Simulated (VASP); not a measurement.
Write the native input for VASP 6.6.1 that does the following.

```
Task                   : single point
Functional             : LDA
Potentials or basis    : VASP PAW LDA potentials, release 64 (Cd, Se)
Cutoff                 : 520 eV
k mesh                 : 9 × 9 × 9
Occupations            : fermi-dirac, width 0.05 eV
Spin                   : no spin polarisation
Dipole correction      : no
Further INCAR settings : ALGO = Normal; EDIFF = 1e-07; NBANDS = 29
```

The structure of Cd3Se lies in POSCAR:

```
Cd3Se
1.0
   -2.0133691727      2.0133691727      6.0048120774
    2.0133691727     -2.0133691727      6.0048120774
    2.0133691727      2.0133691727     -6.0048120774
Cd Se
3 1
Direct
    0.5000000000      0.5000000000      0.0000000000
    0.2500000000      0.7500000000      0.5000000000
    0.7500000000      0.2500000000      0.5000000000
    0.0000000000      0.0000000000      0.0000000000
```

The input as run:

INCAR

```
SYSTEM = Cd3Se
PREC     = Accurate       ! precision mode
ENCUT    = 520            ! plane-wave cutoff, eV
EDIFF    = 1E-7           ! SCF threshold, eV
ISMEAR   = -1             ! smearing method
SIGMA    = 0.05           ! smearing width, eV
LREAL    = .FALSE.        ! projectors in reciprocal space
LASPH    = .TRUE.         ! aspherical terms in the spheres
NELM     = 100            ! most SCF steps
ALGO     = Normal         ! electronic algorithm
ISIF     = 2              ! what is computed and relaxed
LWAVE    = .FALSE.        ! write WAVECAR
LCHARG   = .TRUE.         ! write CHGCAR
LELF     = .TRUE.         ! ELF
LVHAR    = .TRUE.       
NBANDS   = 29             ! bands
```

KPOINTS

```
regular mesh
0
G
  9 9 9
  0 0 0
```

Potentials or basis: VASP PAW LDA potentials, release 64 (Cd, Se).

Run with:

```sh
$ cat potpaw_LDA.64/Cd/POTCAR potpaw_LDA.64/Se/POTCAR > POTCAR
$ mpirun -np 1 vasp_std > vasp.out
```

It gave:

```json
{
 "Pressure": "-4.0 GPa",
 "Band gap on the k mesh": "zero (band 21 reaches 3.04 eV, above the bottom of band 22 at 1.36 eV)"
}
```

Run time: 3.9 min on 1 thread of Intel(R) Xeon(R) 6975P-C (Granite Rapids), on a shared host, peak memory 0.37 GiB.
